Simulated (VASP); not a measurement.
The system is AgBr.

```xyz
4
Lattice="4.0921 0.0000 0.0415 0.0000 4.0919 0.0000 -0.0577 0.0000 5.7835" Properties=species:S:1:pos:R:3 pbc="T T T"
Ag    3.0257    3.0689    4.3686
Ag    1.0087    1.0230    1.4564
Br    0.9797    1.0230    4.3480
Br    3.0547    3.0689    1.4770
```

Base run:

| Quantity | Value |
| --- | --- |
| Program | VASP 6.6.1 |
| Functional | PBEsol |
| Potentials or basis | VASP PAW PBE potentials, release 64 (Ag, Br) |
| Cutoff | 500 eV |
| k mesh | 4 × 4 × 4 |
| Occupations | gaussian, width 0.01 eV |
| Spin | no spin polarisation |

Its results: band gap on the k mesh 0.51 eV; pressure -2.5 GPa.

Q: The run is repeated on the same cell with these changes: functional from PBEsol to r2SCAN; cutoff from 500 eV to 550 eV. What comes out?

A: Band gap on the k mesh 1.24 eV; pressure 0.0 GPa.

Caveats: the PAW data sets were made with another functional, which shifts forces and pressure a little.

A k mesh can miss the band edges.
